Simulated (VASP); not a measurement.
# MgO (P6_3/mmc) in VASP: dielectric tensor with PBEsol

Aim: the dielectric tensor of MgO with PBEsol.

All numbers are computed with VASP 6.6.1; they aren't measurements. Logs are shortened: lines on timing, memory, paths and dates and some standing lists are left out, and cuts for length are marked.

## Step 1: The cell of the first run

Symmetry: P6_3/mmc, No. 194, hexagonal system. The conventional cell has a = 3.486 Å, b = 3.486 Å, c = 4.178 Å, α = 90.00°, β = 90.00°, γ = 120.00°. Within 2.7 Å of Mg (site symmetry -6m2) lie 5 O at 2.01 to 2.09 Å. Within 2.7 Å of O (site symmetry -6m2) lie 5 Mg at 2.01 to 2.09 Å.

## Step 2: Dielectric tensor, PBEsol

INCAR reads:

```
ALGO     = Normal         # electronic algorithm
EDIFF    = 1E-8           # SCF threshold, eV
ENCUT    = 520            # plane-wave cutoff, eV
GGA      = PS             # functional
GGA_COMPAT= F            
ISIF     = 2              # what is computed and relaxed
ISMEAR   = 0              # smearing method
LASPH    = T              # aspherical terms in the spheres
LCHARG   = F              # write CHGCAR
LEPSILON = T              # dielectric tensor by DFPT
LREAL    = F              # projectors in reciprocal space
LWAVE    = F              # write WAVECAR
NELM     = 120            # most SCF steps
PREC     = Accurate       # precision mode
SIGMA    = 0.01           # smearing width, eV
```

KPOINTS reads:

```
k-points
0
Gamma
  6 6 4
```

POSCAR reads:

```
MgO
1.0
    3.4863780000      0.0000000000      0.0000000000
   -1.7431890000      3.0192919152      0.0000000000
    0.0000000000      0.0000000000      4.1780410000
Mg O
2 2
Direct
    0.6666666667      0.3333333333      0.7500000000
    0.3333333333      0.6666666667      0.2500000000
    0.6666666667      0.3333333333      0.2500000000
    0.3333333333      0.6666666667      0.7500000000
```

Potentials or basis: VASP PAW PBE potentials, release 64 (Mg, O).

On the command line:

```bash
> cat potpaw_PBE.64/Mg/POTCAR potpaw_PBE.64/O/POTCAR > POTCAR
> mpirun -np 1 vasp_std > vasp.out
```

OUTCAR:

```text
EDIFF = 1E-8
   ENCUT = 520
   GGA = PS
   ISIF = 2
   ISMEAR = 0
   LASPH = T
   LEPSILON = T
   LREAL = F
   NELM = 120
   PREC = Accurate

 ion  position               nearest neighbor table
   1  0.667  0.333  0.750-   4 2.01   4 2.01   4 2.01   3 2.09   3 2.09   2 2.90   2 2.90   2 2.90
                             2 2.90   2 2.90   2 2.90
   2  0.333  0.667  0.250-   3 2.01   3 2.01   3 2.01   4 2.09   4 2.09   1 2.90   1 2.90   1 2.90
                             1 2.90   1 2.90   1 2.90
   3  0.667  0.333  0.250-   2 2.01   2 2.01   2 2.01   1 2.09   1 2.09
   4  0.333  0.667  0.750-   1 2.01   1 2.01   1 2.01   2 2.09   2 2.09

  LATTYP: Found a hexagonal cell.
 ALAT       =     3.4863780000
 C/A-ratio  =     1.1983901344

  Lattice vectors:

 A1 = (   3.4863780000,   0.0000000000,   0.0000000000)
 A2 = (  -1.7431890000,   3.0192919152,   0.0000000000)
 A3 = (   0.0000000000,   0.0000000000,   4.1780410000)

Analysis of symmetry for initial positions (statically):
=====================================================================
 Subroutine PRICEL returns:
 Original cell was already a primitive cell.

 Routine SETGRP: Setting up the symmetry group for a
 hexagonal supercell.

 Subroutine GETGRP returns: Found 24 space group operations
 (whereof 12 operations were pure point group operations)
 out of a pool of 24 trial point group operations.

The static configuration has the point symmetry D_3d.
 The point group associated with its full space group is D_6h.

Analysis of symmetry for dynamics (positions and initial velocities):
=====================================================================
 Subroutine PRICEL returns:
 Original cell was already a primitive cell.

 Routine SETGRP: Setting up the symmetry group for a
 hexagonal supercell.

 Subroutine GETGRP returns: Found 24 space group operations
 (whereof 12 operations were pure point group operations)
 out of a pool of 24 trial point group operations.

The dynamic configuration has the point symmetry D_3d.
 The point group associated with its full space group is D_6h.

 Subroutine INISYM returns: Found 24 space group operations
 (whereof 12 operations are pure point group operations),
 and found     1 'primitive' translations

[... 481 lines left out ...]
     -0.00000      2.01286      3.13353         0.000000     -0.000000      0.000000
 -----------------------------------------------------------------------------------
    total drift:                               -0.000000      0.000000     -0.000000

  FREE ENERGIE OF THE ION-ELECTRON SYSTEM (eV)
  ---------------------------------------------------
  free  energy   TOTEN  =       -24.7580867687 eV

  energy  without entropy=      -24.7580867687  energy(sigma->0) =      -24.75808677

 HEAD OF MICROSCOPIC STATIC DIELECTRIC TENSOR (INDEPENDENT PARTICLE, excluding Hartree and local field effects)
 ------------------------------------------------------
           3.112743     0.000000     0.000000
           0.000000     3.112743    -0.000000
           0.000000    -0.000000     3.080193
 ------------------------------------------------------

 Free energy of the ion-electron system (eV)
  ---------------------------------------------------
  ---------------------------------------------------
  free energy    TOTEN  =        -0.26715878 eV

  energy without entropy =       -0.26715878

------------------------ aborting loop because EDIFF is reached ----------------------------------------

--------------------------------------- Ionic step        2  -------------------------------------------

------------------------ aborting loop because EDIFF is reached ----------------------------------------

--------------------------------------- Ionic step        3  -------------------------------------------

 Free energy of the ion-electron system (eV)
  ---------------------------------------------------
  ---------------------------------------------------
  free energy    TOTEN  =        -0.26569011 eV

  energy without entropy =       -0.26569011

------------------------ aborting loop because EDIFF is reached ----------------------------------------

 PIEZOELECTRIC TENSOR FIELD DIRECTION 3  (e Angst)
 -----------------------------------------------------------------------------
     0.00023 -0.00000  0.00000           (  0.00000 -0.00000  0.00000)
     0.00000  0.00023 -0.00000           (  0.00000  0.00000 -0.00000)
     0.00000  0.00000 -0.00044           (  0.00000 -0.00000 -0.00002)

 PIEZOELECTRIC TENSOR FIELD DIRECTION 3  (C/m^2)
 -----------------------------------------------------------------------------
     0.00008 -0.00000  0.00000
     0.00000  0.00008 -0.00000
     0.00000  0.00000 -0.00016

 MACROSCOPIC STATIC DIELECTRIC TENSOR (including local field effects in DFT)
 ------------------------------------------------------
           2.994445     0.000000    -0.000000
           0.000000     2.994445    -0.000000
           0.000000     0.000000     3.013681
 ------------------------------------------------------

 PIEZOELECTRIC TENSOR (including local field effects)  for field in x, y, z        (e  Angst)
          XX          YY          ZZ          XY          YZ          ZX
  --------------------------------------------------------------------------------
  x     0.00000     0.00000     0.00000     0.00000     0.00000     0.00000
  y     0.00000     0.00000     0.00000     0.00000     0.00000     0.00000
  z     0.00000     0.00000     0.00000     0.00000     0.00000     0.00000

 PIEZOELECTRIC TENSOR (including local field effects)  for field in x, y, z        (C/m^2)
          XX          YY          ZZ          XY          YZ          ZX
  --------------------------------------------------------------------------------
  x     0.00000     0.00000     0.00000     0.00000     0.00000     0.00000
  y     0.00000     0.00000     0.00000     0.00000     0.00000     0.00000
  z     0.00000     0.00000     0.00000     0.00000     0.00000     0.00000

 BORN EFFECTIVE CHARGES (including local field effects) (in |e|, cummulative output)
 ---------------------------------------------------------------------------------
 ion    1
    1     1.76751     0.00000     0.00000
    2     0.00000     1.76751     0.00000
    3    -0.00000    -0.00000     1.99375
 ion    2
    1     1.76751     0.00000     0.00000
    2     0.00000     1.76751     0.00000
    3    -0.00000    -0.00000     1.99375
 ion    3
    1    -1.76751     0.00000     0.00000
    2     0.00000    -1.76751     0.00000
    3     0.00000    -0.00000    -1.99375
 ion    4
    1    -1.76751     0.00000     0.00000
    2     0.00000    -1.76751     0.00000
    3     0.00000    -0.00000    -1.99375
```

stdout:

```text
POSCAR found type information on POSCAR MgO
 POSCAR found :  2 types and       4 ions
 scaLAPACK will be used
 -----------------------------------------------------------------------------
|                                                                             |
|                                                                             |
|     You enforced a specific xc type in the INCAR file but a different       |
[... 28 lines left out ...]
  Direction:   1
 dielectric tensor                  component  1 :     2.994    -0.213    -0.068
 Linear response to external field, progress :
  Direction:   2
 dielectric tensor                  component  2 :    -0.213     2.994    -0.098
 Linear response to external field, progress :
  Direction:   3
 dielectric tensor                  component  3 :    -0.120    -0.085     3.014
 Born effective charges drift removed
```

It took 76 s on 1 thread of Intel Xeon Platinum 8488C (Sapphire Rapids), shared host; peak memory 0.21 GiB.

Results:

| Item | Value |
| --- | --- |
| Band gap on the k mesh | 3.31 eV |
| Electronic dielectric tensor (diagonal) | 2.99, 2.99, 3.01 |
| Born charges (mean of the diagonal) | Mg +1.84; O -1.84 e |

Electronic dielectric tensor:
```
2.99 0.00 0.00
0.00 2.99 0.00
0.00 0.00 3.01
```

Born effective charge tensors (e):
atom 1, Mg
```
1.77 0.00 0.00
0.00 1.77 0.00
0.00 0.00 1.99
```
atom 2, Mg
```
1.77 0.00 0.00
0.00 1.77 0.00
0.00 0.00 1.99
```
atom 3, O
```
-1.77  0.00  0.00
 0.00 -1.77  0.00
 0.00  0.00 -1.99
```
atom 4, O
```
-1.77  0.00  0.00
 0.00 -1.77  0.00
 0.00  0.00 -1.99
```
